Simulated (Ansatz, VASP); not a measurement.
# Re in VASP and in Ansatz

File INCAR:

```
PREC = Accurate
ENCUT = 560
EDIFF = 1E-6
ISMEAR = -1
SIGMA = 0.1
LREAL = F
LASPH = T
NELM = 120
ALGO = Normal
ISIF = 2
LWAVE = F
LCHARG = F
GGA = PE
NBANDS = 30
GGA_COMPAT = F
```

Contents of KPOINTS:

```
Automatic mesh
0
Gamma
  9 9 13
```

POSCAR

```
Re
1.0
    4.4379516502      0.0000000000      0.0000000000
   -2.2189758251      3.8433788698      0.0000000000
    0.0000000000      0.0000000000      2.7804461566
Re
3
Direct
    0.0000000000      0.0000000000      1.0000000000
    0.3333333333      0.6666666667      0.5000000000
    0.6666666667      0.3333333333      0.5000000000
```

Input for Ansatz:

```yaml
crystal:
  lattice:
    - [4.4379516502, 0.0, 0.0]
    - [-2.2189758251, 3.8433788698, 0.0]
    - [0.0, 0.0, 2.7804461566]
  atoms:
    - { symbol: Re, position: [0.0, 0.0, 1.0] }
    - { symbol: Re, position: [0.3333333333, 0.6666666667, 0.5] }
    - { symbol: Re, position: [0.6666666667, 0.3333333333, 0.5] }
hamiltonian:
  xc: pbe
  pseudopotentials:
    kind: paw
    azcp:
      Re: "pseudopotentials/Re.paw.azcp"
basis:
  ecutwfc: 420
  fft_grid_basis: typed
kpoints:
  mp_grid: { grid: [9, 9, 13], shift: [0, 0, 0] }
magnetization:
  spin_polarized: false
scf:
  occupations: { method: fermi_dirac, width: 0.1 }
  lower_state_search: "off"
output:
  stress: true
```

Alike in both runs: task single point; functional PBE; k mesh 9 × 9 × 13; occupations fermi-dirac, width 0.1 eV; no spin polarisation.

```csv
,VASP,Ansatz
version,VASP 6.6.1,Ansatz 0.2.0
potentials or method,"VASP PAW PBE potentials, release 64 (Re_sv_GW), cutoff 560 eV","plane waves (420 eV) with PAW, scalar-relativistic"
valence electrons in the cell,45,45
```

VASP gave:

- pressure (GPa): -13.9
- traceless stress, the component that is largest in VASP (GPa): 0.39

What did Ansatz give for the same quantities?

Pressure (GPa): -12.5; traceless stress, the component that is largest in VASP (GPa): 0.41.

Spin-orbit coupling is off throughout.
